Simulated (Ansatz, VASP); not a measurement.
# Ni3Pt in VASP and in Ansatz

INCAR

```
SYSTEM = Ni3Pt
PREC = Accurate
ENCUT = 520
EDIFF = 1E-6
ISMEAR = -1
SIGMA = 0.05
LREAL = .False.
LASPH = .True.
NELM = 80
ALGO = Normal
ISIF = 2
LWAVE = .False.
LCHARG = .False.
GGA = CA
NBANDS = 28
```

File KPOINTS:

```
Automatic mesh
0
Gamma
  9 9 9
  0 0 0
```

POSCAR

```
Ni3Pt
1.0
    3.2182673574      0.0000000000      0.0000000000
    0.0000000000      3.2182673574      0.0000000000
    0.0000000000      0.0000000000      3.2182673574
Ni Pt
3 1
Direct
    0.5000000000      0.0000000000      0.5000000000
    0.0000000000      0.5000000000      0.5000000000
    0.5000000000      0.5000000000      0.0000000000
    0.0000000000      0.0000000000      0.0000000000
```

Input for Ansatz:

```yaml
crystal:
  lattice:
    - [3.2182673574, 0.0, 0.0]
    - [0.0, 3.2182673574, 0.0]
    - [0.0, 0.0, 3.2182673574]
  atoms:
    - { symbol: Ni, position: [0.5, 0.0, 0.5] }
    - { symbol: Ni, position: [0.0, 0.5, 0.5] }
    - { symbol: Ni, position: [0.5, 0.5, 0.0] }
    - { symbol: Pt, position: [0.0, 0.0, 0.0] }
kpoints:
  mp_grid: { grid: [9, 9, 9] }
scf:
  occupations: { method: fermi_dirac, width: 0.05 }
  lower_state_search: "off"
hamiltonian:
  xc: lda
  pseudopotentials: { kind: paw }
output:
  forces: true
  stress: true
  eigenvalues: true
  write_density: true
  write_potential: true
  elf: true
  volumetric_format: npy
```

Change from the starting cell: volume scaled by 0.7, no spin polarisation, PAW files.

Alike in both runs: task single point; functional LDA; k mesh 9 × 9 × 9; occupations fermi-dirac, width 0.05 eV; no spin polarisation.

```csv
,VASP,Ansatz
version,VASP 6.6.1,Ansatz 0.2.0
potentials or method,"VASP PAW LDA potentials, release 64 (Ni, Pt)","PAW with Ansatz's default frozen-core files, scalar-relativistic"
plane-wave cutoff (eV),520,420
valence electrons in the cell,40,72
```

|  | VASP | Ansatz | Ansatz less VASP |
| --- | --- | --- | --- |
| pressure (GPa) | 169.3 | 168.2 | -1.11 |

LDA's correlation is that of Perdew and Zunger in VASP and of Perdew and Wang (1992) in Ansatz. Both programs put the cell under a high pressure, so it lies far from rest at this level. VASP's potentials hold 40 valence electrons a cell and Ansatz's 72, so a difference there can come from the potentials and not from the codes.

Neither program's run includes spin-orbit coupling. Noted on VASP's run: the cell as given lies far from equilibrium.
